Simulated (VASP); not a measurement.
Set up this calculation in VASP 6.6.1, as the native input.

```
Task                   : relaxation of cell and atoms
Functional             : LDA
Potentials or basis    : VASP PAW LDA potentials, release 64 (Li_sv, F)
Cutoff                 : 600 eV
k mesh                 : 10 × 10 × 10
Occupations            : gaussian, width 0.01 eV
Spin                   : no spin polarisation
Target pressure        : 4 GPa
Dipole correction      : no
Further INCAR settings : ALGO = Normal; EDIFF = 1e-06; IBRION = 2; EDIFFG = -0.002; NSW = 100; ISIF = 3
```

The structure of LiF lies in POSCAR:

```
LiF
1.0
    0.0000000000      1.9544663793      1.9544663793
    1.9544663793      0.0000000000      1.9544663793
    1.9544663793      1.9544663793      0.0000000000
Li F
1 1
Direct
    0.0000000000      0.0000000000      0.0000000000
    0.5000000000      0.5000000000      0.5000000000
```

One way to write it, as run:

INCAR

```
SYSTEM = LiF
PREC = Accurate
ENCUT = 600
EDIFF = 1E-6
ISMEAR = 0
SIGMA = 0.01
LREAL = .FALSE.
LASPH = .TRUE.
NELM = 80
ALGO = Normal
ISIF = 3
LWAVE = .FALSE.
LCHARG = .FALSE.
GGA = CA
IBRION = 2
NSW = 100
EDIFFG = -0.002
PSTRESS = 40.0
```

KPOINTS

```
Automatic mesh
0
G
  10 10 10
  0 0 0
```

Potentials or basis: VASP PAW LDA potentials, release 64 (Li_sv, F).

Command:

```bash
$ cat potpaw_LDA.64/Li_sv/POTCAR potpaw_LDA.64/F/POTCAR > POTCAR
$ mpirun -np 1 vasp_std > vasp.out
```

It gave:

```json
{
 "Relaxed volume": "7.11 Å³/atom",
 "Relaxed cell": "a = 2.719 Å, b = 2.719 Å, c = 2.719 Å, α = 60.00°, β = 60.00°, γ = 60.00°",
 "Space group after relaxing (to 0.05 Å)": "Fm-3m (No. 225)",
 "Energy change on relaxing (the enthalpy is what falls)": "+3.6 meV/atom",
 "Ionic steps": "4",
 "Pressure after relaxing": "4.0 GPa",
 "Band gap on the k mesh": "10.20 eV, direct"
}
```

Caveat: the cutoff is under 1.25 times the usual one of these potentials, so pressure, stress and relaxed cells hold a basis-set (Pulay) error; the cell is relaxed towards a set pressure, so the enthalpy falls and the energy may rise.

Wall time 22 s on 1 thread of Intel Xeon 8259CL, on a shared host, peak memory 0.12 GiB.
